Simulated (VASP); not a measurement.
ZnCd2Se3, 6 atoms in the cell. Symmetry: P3m1, No. 156, trigonal system. The conventional cell has a = 4.268 Å, b = 4.268 Å, c = 10.519 Å, α = 90.00°, β = 90.00°, γ = 120.00°. Within 3.3 Å of Zn (site symmetry 3m) lie 4 Se at 2.48 to 2.57 Å. Within 3.5 Å of Cd (site symmetry 3m) lie 4 Se at 2.65 to 2.68 Å. Cd (site symmetry 3m) has 4 Se at 2.65 to 2.67 Å within 3.5 Å. Within 3.4 Å of Se (site symmetry 3m) lie 3 Zn at 2.57 Å and 1 Cd at 2.68 Å. Se (site symmetry 3m) has 1 Zn at 2.48 Å and 3 Cd at 2.65 Å within 3.3 Å. Within 3.5 Å of Se (site symmetry 3m) lie 4 Cd at 2.65 to 2.67 Å. 

```yaml
Program: VASP 6.6.1
Task: relaxation of cell and atoms
Functional: PBE
Potentials_or_basis: VASP PAW PBE potentials, release 64 (Zn, Cd, Se)
Cutoff: 600 eV
k_mesh: 12 × 12 × 4
Occupations: gaussian, width 0.02 eV
Spin: no spin polarisation
Dipole_correction: no
Further_INCAR_settings: ALGO = Normal; EDIFF = 1e-07; IBRION = 2; EDIFFG = -0.01; NSW = 100; ISIF = 3
```

Potentials or basis: VASP PAW PBE potentials, release 64 (Zn, Cd, Se).

Run with:

```console
$ cat potpaw_PBE.64/Zn/POTCAR potpaw_PBE.64/Cd/POTCAR potpaw_PBE.64/Se/POTCAR > POTCAR
$ mpirun -np 1 vasp_std > vasp.out
```

Hardware: 1 thread of Oxide Virtual Turin-like Processor (shared host).

Problem. Estimate the wall time of this run.

Solution. Run time: 36 min on 1 thread of Oxide Virtual Turin-like Processor, with other jobs on the host, peak memory 0.61 GiB. Counts: scf iterations 49, k points 69, ion steps 6.
